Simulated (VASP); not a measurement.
# ScAl3As4 (Pm) in VASP: single point with PBE

Aim: the single point of ScAl3As4 with PBE.

Everything below comes from runs of VASP 6.6.1. Logs are shortened: lines on timing, memory, paths and dates and some standing lists are left out, and cuts for length are marked.

### Step 1. The cell of the first run

The structure is monoclinic, space group Pm (No. 6). Conventional cell: a = 6.071 Å, b = 3.821 Å, c = 6.632 Å, α = 90.00°, β = 91.48°, γ = 90.00°. Sc (site symmetry m) has 6 As at 2.74 to 2.75 Å and 2 Al at 3.03 to 3.04 Å within 3.6 Å. Within 3.5 Å of Al (site symmetry m) lie 6 As at 2.64 to 2.68 Å and 2 Sc at 3.03 to 3.04 Å. Al (site symmetry m) has 6 As at 2.64 to 2.77 Å and 2 Al at 3.03 to 3.04 Å within 3.5 Å. Al (site symmetry m) has 6 As at 2.56 to 2.69 Å and 2 Al at 3.03 to 3.04 Å within 3.4 Å. Within 3.5 Å of As (site symmetry m) lie 5 Al at 2.64 to 2.68 Å and 1 Sc at 2.75 Å. As (site symmetry m) has 5 Al at 2.65 to 2.69 Å and 1 Sc at 2.75 Å within 3.5 Å. Within 3.4 Å of As (site symmetry m) lie 4 Al at 2.56 to 2.76 Å and 2 Sc at 2.74 Å. Within 3.4 Å of As (site symmetry m) lie 4 Al at 2.56 to 2.77 Å and 2 Sc at 2.75 Å.

### Step 2. Single point, PBE

Contents of INCAR:

```
  PREC = Accurate
  ENCUT = 520
  EDIFF = 1E-6
  ISMEAR = 0
  SIGMA = 0.2
  LREAL = F
  LASPH = T
  NELM = 80
  ALGO = Normal
  ISIF = 2
  LWAVE = F
  LCHARG = F
  GGA = PE
  NBANDS = 30
```

Contents of KPOINTS:

```
Automatic mesh
0
Gamma
  3 5 3
```

Contents of POSCAR:

```
ScAl3As4
1.0
    6.0703835518      0.0000000000      0.0910418609
    0.0000000000      3.8213788846      0.0000000000
    0.0722440413      0.0000000000      6.6311533434
Sc Al As
1 3 4
Direct
    0.5003710585      0.5000000000      0.7502770252
   -0.0000056427      0.5000000000      0.7505432058
    0.4994127553      0.0000000000      0.2497239671
    0.9989560324      0.0000000000      0.2489294854
    0.7496347462      0.5000000000      0.0901903066
    0.2500885742      0.5000000000      0.4109899561
    0.2298339249      0.0000000000      0.9202027689
    0.7717096012      0.0000000000      0.5791423050
```

Potentials or basis: VASP PAW PBE potentials, release 64 (Sc_sv, Al, As).

Started as:

```console
$ cat potpaw_PBE.64/Sc_sv/POTCAR potpaw_PBE.64/Al/POTCAR potpaw_PBE.64/As/POTCAR > POTCAR
$ mpirun -np 1 vasp_std > vasp.out
```

OUTCAR:

```text
PREC = Accurate
   ENCUT = 520
   EDIFF = 1E-6
   ISMEAR = 0
   LREAL = F
   LASPH = T
   NELM = 80
   ISIF = 2
   GGA = PE

 ion  position               nearest neighbor table
   1  0.500  0.500  0.750-   7 2.74   7 2.74   5 2.75   6 2.75   8 2.75   8 2.75   2 3.03   2 3.04

   2  1.000  0.500  0.751-   7 2.64   7 2.64   8 2.64   8 2.64   6 2.68   5 2.68   1 3.03   1 3.04

   3  0.499  0.000  0.250-   5 2.64   5 2.64   6 2.65   6 2.65   7 2.76   8 2.77   4 3.03   4 3.04

   4  0.999  0.000  0.249-   8 2.56   7 2.56   5 2.67   5 2.67   6 2.69   6 2.69   3 3.03   3 3.04

   5  0.750  0.500  0.090-   3 2.64   3 2.64   4 2.67   4 2.67   2 2.68   1 2.75
   6  0.250  0.500  0.411-   3 2.65   3 2.65   2 2.68   4 2.69   4 2.69   1 2.75
   7  0.230  0.000  0.920-   4 2.56   2 2.64   2 2.64   1 2.74   1 2.74   3 2.76
   8  0.772  0.000  0.579-   4 2.56   2 2.64   2 2.64   1 2.75   1 2.75   3 2.77

  LATTYP: Found a simple monoclinic cell.
 ALAT       =     6.0710662232
 B/A-ratio  =     0.6294411466
 C/A-ratio  =     1.0923199689
 COS(beta)  =    -0.0258879056

  Lattice vectors:

 A1 = (   6.0703835518,   0.0000000000,   0.0910418609)
 A2 = (   0.0000000000,  -3.8213788846,   0.0000000000)
 A3 = (  -0.0722440413,   0.0000000000,  -6.6311533434)

Analysis of symmetry for initial positions (statically):
=====================================================================
 Subroutine PRICEL returns:
 Original cell was already a primitive cell.

 Routine SETGRP: Setting up the symmetry group for a
 simple monoclinic supercell.

 Subroutine GETGRP returns: Found  2 space group operations
 (whereof  2 operations were pure point group operations)
 out of a pool of  4 trial point group operations.

The static configuration has the point symmetry C_1h.

Analysis of symmetry for dynamics (positions and initial velocities):
=====================================================================
 Subroutine PRICEL returns:
 Original cell was already a primitive cell.

 Routine SETGRP: Setting up the symmetry group for a
 simple monoclinic supercell.

 Subroutine GETGRP returns: Found  2 space group operations
 (whereof  2 operations were pure point group operations)
 out of a pool of  4 trial point group operations.

The dynamic configuration has the point symmetry C_1h.

 Subroutine INISYM returns: Found  2 space group operations
 (whereof  2 operations are pure point group operations),
 and found     1 'primitive' translations

----------------------------------------------------------------------------------------

                                     Primitive cell

  volume of cell :     153.7993

  direct lattice vectors                    reciprocal lattice vectors
     6.070383552  0.000000000  0.091041861     0.164761158  0.000000000 -0.001795014
     0.000000000  3.821378885  0.000000000     0.000000000  0.261685645  0.000000000
     0.072244041  0.000000000  6.631153343    -0.002262074  0.000000000  0.150827974

  length of vectors
     6.071066223  3.821378885  6.631546868     0.164770935  0.261685645  0.150844936

  position of ions in fractional coordinates (direct lattice)
     0.500371059  0.500000000  0.750277025
     0.999994357  0.500000000  0.750543206
     0.499412755  0.000000000  0.249723967
     0.998956032  0.000000000  0.248929485
     0.749634746  0.500000000  0.090190307
     0.250088574  0.500000000  0.410989956
     0.229833925  0.000000000  0.920202769
     0.771709601  0.000000000  0.579142305

  ion indices of the primitive-cell ions
   primitive index   ion index
                 1           1
                 2           2
                 3           3
                 4           4
                 5           5
                 6           6
                 7           7
                 8           8

----------------------------------------------------------------------------------------

 KPOINTS: Automatic mesh

Automatic generation of k-mesh.
 Grid dimensions read from file:
 generate k-points for:    3    5    3

 Generating k-lattice:

  Cartesian coordinates                     Fractional coordinates (reciprocal lattice)
     0.054920386  0.000000000 -0.000598338     0.333333333  0.000000000  0.000000000
     0.000000000  0.052337129  0.000000000     0.000000000  0.200000000  0.000000000
    -0.000754025  0.000000000  0.050275991     0.000000000  0.000000000  0.333333333

  Length of vectors
     0.054923645  0.052337129  0.050281645

  Shift w.r.t. Gamma in fractional coordinates (k-lattice)
     0.000000000  0.000000000  0.000000000

 Subroutine IBZKPT returns following result:
 ===========================================

 Found     15 irreducible k-points:

 Following reciprocal coordinates:
            Coordinates               Weight
  0.000000  0.000000  0.000000      1.000000
  0.333333  0.000000 -0.000000      2.000000
  0.000000  0.200000  0.000000      2.000000
  0.333333  0.200000 -0.000000      4.000000
  0.000000  0.400000  0.000000      2.000000
  0.333333  0.400000 -0.000000      4.000000
 -0.000000  0.000000  0.333333      2.000000
  0.333333  0.000000  0.333333      2.000000
 -0.333333  0.000000  0.333333      2.000000
 -0.000000  0.200000  0.333333      4.000000
  0.333333  0.200000  0.333333      4.000000
 -0.333333  0.200000  0.333333      4.000000
 -0.000000  0.400000  0.333333      4.000000
  0.333333  0.400000  0.333333      4.000000
 -0.333333  0.400000  0.333333      4.000000
   k-points           NKPTS =     15   k-points in BZ     NKDIM =     15   number of bands    NBANDS=     30
   number of dos      NEDOS =    301   number of ions     NIONS =      8
   total plane-waves  NPLWV =  67200
   dimension x,y,z NGX =    48 NGY =   28 NGZ =   50
   dimension x,y,z NGXF=    96 NGYF=   56 NGZF=  100
   ions per type =               1   3   4
   NGX,Y,Z   is equivalent  to a cutoff of  13.14, 12.18, 12.53 a.u.
   NGXF,Y,Z  is equivalent  to a cutoff of  26.29, 24.36, 25.07 a.u.
 SYSTEM =  unknown system
   PREC   = accura    normal or accurate (medium, high low for compatibility)
   ISTART =      0    job   : 0-new  1-cont  2-samecut
   ICHARG =      2    charge: 1-file 2-atom 10-const
   ISPIN  =      1    spin polarized calculation?
   LNONCOLLINEAR =      F non collinear calculations
   LSORBIT =      F    spin-orbit coupling
   LASPH  =      T    aspherical Exc in radial PAW
   ENCUT  =  520.0 eV  38.22 Ry    6.18 a.u.  11.29  7.11 12.33*2*pi/ulx,y,z
   NELM   =     80;   NELMIN=  2; NELMDL= -5     # of ELM steps
   EDIFF  = 0.1E-05   stopping-criterion for ELM
   LREAL  =      F    real-space projection
   EDIFFG = 0.1E-04   stopping-criterion for IOM
   NSW    =      0    number of steps for IOM
   IBRION =     -1    ionic relax: 0-MD 1-quasi-New 2-CG
   NFREE  =      0    steps in history (QN), initial steepest desc. (CG)
   ISIF   =      2    stress and relaxation
   ISYM   =      2    0-nonsym 1-usesym 2-fastsym
   POTIM  = 0.5000    time-step for ionic-motion
   TEBEG  =    0.0;   TEEND  =   0.0 temperature during run
   PSTRESS=    0.0 pullay stress
   NELECT =      40.0000    total number of electrons
   NUPDOWN=      -1.0000    fix difference up-down
   EMIN   =  10.00;   EMAX   =-10.00  energy-range for DOS
   EFERMI =   0.00;   METHOD = LEGACY
   ISMEAR =     0;   SIGMA  =   0.20  broadening in eV -4-tet -1-fermi 0-gaus
   EFERMI_NEDOS =   21; number of points for ismear=-14 and -15
   IALGO  =     38    algorithm
   IMIX   =      4    mixing-type and parameters
     AMIX     =   0.40;   BMIX     =  1.00
     AMIX_MAG =   1.60;   BMIX_MAG =  1.00
  volume/ion in A,a.u.               =      19.22       129.74
  Fermi-wavevector in a.u.,A,eV,Ry     =   1.044985  1.974735 14.857475  1.091994
  Thomas-Fermi vector in A             =   2.179761
   LORBIT       =      0    0 simple, 1 ext, 2 COOP (PROOUT), +10 PAW based schemes
   GGA     = PE    functional components
   LHFCALC =     F    Hartree Fock is set to
   AEXX    =    0.0000 exact exchange contribution
   IVDW    =     0    specifies the selected vdW correction
   LEPSILON=     F    determine dielectric tensor
   LRPA    =     F    only Hartree local field effects (RPA)
 non-spin polarized calculation
 Gauss-broadening in eV      SIGMA  =   0.20
  energy-cutoff  :      520.00
  volume of cell :      153.80
 maximum number of plane-waves:      4160
 NGX is ok and might be reduce to    48
   NGX = 23   NGY = 15   NGZ = 25

 number of electron      40.0000003 magnetization

 Free energy of the ion-electron system (eV)
  ---------------------------------------------------
  ext. energy  EPLUGINS =         0.00000000
  ---------------------------------------------------
  free energy    TOTEN  =       -40.06902479 eV

  energy without entropy =      -40.03955503  energy(sigma->0) =      -40.05428991

 E-fermi :   6.0289     XC(G=0): -10.1469

 val. band max:        5.8349824160   @ k =  -0.0000   0.0000   0.3333
 cond. band min:       6.0448171474   @ k =  -0.0000   0.0000   0.3333
 fundamental gap:      0.2098347314
 Fermi energy:         6.0289462706

 k-point     1 :       0.0000    0.0000    0.0000
  band No.  band energies     occupation
      1     -43.7974      2.00000
      2     -22.4731      2.00000
      3     -22.4403      2.00000
      4     -22.4274      2.00000
      5      -6.9606      2.00000
      6      -4.8757      2.00000
[... 22 lines left out ...]
     29       9.1879      0.00000
     30       9.5450      0.00000

 k-point     2 :       0.3333    0.0000   -0.0000
  band No.  band energies     occupation
      1     -43.7974      2.00000
      2     -22.4731      2.00000
      3     -22.4407      2.00000
      4     -22.4274      2.00000
      5      -6.6104      2.00000
      6      -5.5238      2.00000
[... 22 lines left out ...]
     29       9.8271      0.00000
     30      10.1553      0.00000

 k-point     3 :       0.0000    0.2000    0.0000
  band No.  band energies     occupation
      1     -43.7964      2.00000
      2     -22.4710      2.00000
      3     -22.4460      2.00000
      4     -22.4373      2.00000
      5      -6.6221      2.00000
      6      -4.7024      2.00000
[... 22 lines left out ...]
     29      10.0414      0.00000
     30      10.6197      0.00000

 k-point     4 :       0.3333    0.2000   -0.0000
  band No.  band energies     occupation
      1     -43.7964      2.00000
      2     -22.4710      2.00000
      3     -22.4460      2.00000
      4     -22.4377      2.00000
      5      -6.2919      2.00000
      6      -5.2656      2.00000
[... 22 lines left out ...]
     29       9.9132      0.00000
     30      10.5374      0.00000

 k-point     5 :       0.0000    0.4000    0.0000
  band No.  band energies     occupation
      1     -43.7948      2.00000
      2     -22.4759      2.00000
      3     -22.4677      2.00000
      4     -22.4323      2.00000
      5      -5.6943      2.00000
      6      -4.6351      2.00000
[... 22 lines left out ...]
     29      10.7010      0.00000
     30      11.2344      0.00000
[... 229 lines left out ...]
     29       9.9508      0.00000
     30      10.4769      0.00000

 k-point    13 :      -0.0000    0.4000    0.3333
  band No.  band energies     occupation
      1     -43.7948      2.00000
      2     -22.4759      2.00000
      3     -22.4678      2.00000
      4     -22.4323      2.00000
      5      -5.4639      2.00000
      6      -4.8733      2.00000
[... 22 lines left out ...]
     29      10.0262      0.00000
     30      10.0846      0.00000

 k-point    14 :       0.3333    0.4000    0.3333
  band No.  band energies     occupation
      1     -43.7948      2.00000
      2     -22.4758      2.00000
      3     -22.4678      2.00000
      4     -22.4326      2.00000
      5      -5.2192      2.00000
      6      -4.8551      2.00000
[... 22 lines left out ...]
     29       9.4996      0.00000
     30       9.8042      0.00000

 k-point    15 :      -0.3333    0.4000    0.3333
  band No.  band energies     occupation
      1     -43.7948      2.00000
      2     -22.4758      2.00000
      3     -22.4678      2.00000
      4     -22.4326      2.00000
      5      -5.2645      2.00000
      6      -4.7638      2.00000
[... 22 lines left out ...]
     29      10.0589      0.00000
     30      10.3798      0.00000

------------------------ aborting loop because EDIFF is reached ----------------------------------------

  FORCE on cell =-STRESS in cart. coord.  units (eV):
  Direction    XX          YY          ZZ          XY          YZ          ZX
  --------------------------------------------------------------------------------------
  -------------------------------------------------------------------------------------
  Total        0.4039742      0.3463109     -0.2821350      0.0000000      0.0000000     -0.0372684
  in kB        4.2083304      3.6076339     -2.9390923      0.0000000      0.0000000     -0.3882374
  external PRESSURE =       1.6256240 kB  Pullay stress =       0.0000000 kB

 VOLUME and BASIS-vectors are now :
 -----------------------------------------------------------------------------
  energy-cutoff  :      520.00
  volume of cell :      153.80
      direct lattice vectors                 reciprocal lattice vectors
     6.070383552  0.000000000  0.091041861     0.164761158  0.000000000 -0.001795014
     0.000000000  3.821378885  0.000000000     0.000000000  0.261685645  0.000000000
     0.072244041  0.000000000  6.631153343    -0.002262074  0.000000000  0.150827974

 POSITION                                       TOTAL-FORCE (eV/Angst)
 -----------------------------------------------------------------------------------
      3.09165      1.91069      5.02076         0.009237      0.000000     -0.031241
      6.12457      1.91069      5.06801         0.004912      0.000000     -0.019002
      3.04967      0.00000      1.70143        -0.035216      0.000000      0.031832
      6.08203      0.00000      1.74164         0.044790      0.000000      0.033770
      4.55709      1.91069      0.66631        -0.035549      0.000000     -0.007969
      1.54783      1.91069      2.74811         0.047705      0.000000     -0.057261
      1.46166      0.00000      6.12293        -0.049660      0.000000      0.006985
      4.72641      0.00000      3.91064         0.013781      0.000000      0.042885
 -----------------------------------------------------------------------------------
    total drift:                               -0.000089     -0.000000     -0.000067

  FREE ENERGIE OF THE ION-ELECTRON SYSTEM (eV)
  ---------------------------------------------------
  free  energy   TOTEN  =       -40.0690247948 eV

  energy  without entropy=      -40.0395550272  energy(sigma->0) =      -40.05428991
```

Wall time 52 s (1 thread of Intel Xeon Platinum 8488C (Sapphire Rapids), shared host); peak memory 0.27 GiB.

What came out:

- Free energy: -40.0690 eV
- Pressure: 0.2 GPa
- Largest force: 0.075 eV/Å
- Band gap on the k mesh: zero (band 20 reaches 6.12 eV, above the bottom of band 21 at 5.60 eV)

Forces in eV/Å, atoms in the order of the input:
```
Sc   0.009  0.000 -0.031
Al   0.005  0.000 -0.019
Al  -0.035  0.000  0.032
Al   0.045  0.000  0.034
As  -0.036  0.000 -0.008
As   0.048  0.000 -0.057
As  -0.050  0.000  0.007
As   0.014  0.000  0.043
```

Stress tensor (GPa, compression positive):
```
 0.42  0.00 -0.04
 0.00  0.36  0.00
-0.04  0.00 -0.29
```
